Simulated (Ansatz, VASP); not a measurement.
# Two plane-wave programs on Hf2N

```
Hf N
1.0
     5.29597    0.00000    0.00000
     0.00000    5.29597    0.00000
     0.00000    0.00000    3.22826
Hf N
4 2
Direct
  0.29531 0.29531 0.00000
  0.70469 0.70469 0.00000
  0.79531 0.20469 0.50000
  0.20469 0.79531 0.50000
  0.00000 0.00000 0.00000
  0.50000 0.50000 0.50000
```

Alike in both runs: functional PBEsol; k mesh 8 × 8 × 12; occupations fermi-dirac, width 0.15 eV; no spin polarisation.

Ansatz relaxed the structure, and its values are those at the end. VASP's run is a single point on that final structure, the one shown.

|  | VASP | Ansatz |
| --- | --- | --- |
| version | VASP 6.6.1 | Ansatz 0.2.0 |
| potentials or method | VASP PAW PBE potentials, release 64 (Hf_pv, N), cutoff 520 eV | scalar-relativistic, plane waves, PAW |
| valence electrons in the cell | 50 | 114 |

Ansatz gave:

```
gap on the k mesh at the Fermi level (eV) : none
pressure (GPa)                            : 0.0
rms of the force components (eV/Å)        : 0.000
```

Question: Which values does VASP return?

Answer: gap on the k mesh at the Fermi level (eV): none; pressure (GPa): -1.0; rms of the force components (eV/Å): 0.003.

VASP's potentials were made for PBE, not for PBEsol. A gap of «none» marks a metal or a gap that the smearing closes. With one functional, cell and mesh, what is left measures potentials, basis and numerics. VASP's potentials hold 50 valence electrons a cell and Ansatz's 114, so a difference there can come from the potentials and not from the codes.

Spin-orbit coupling is off throughout.
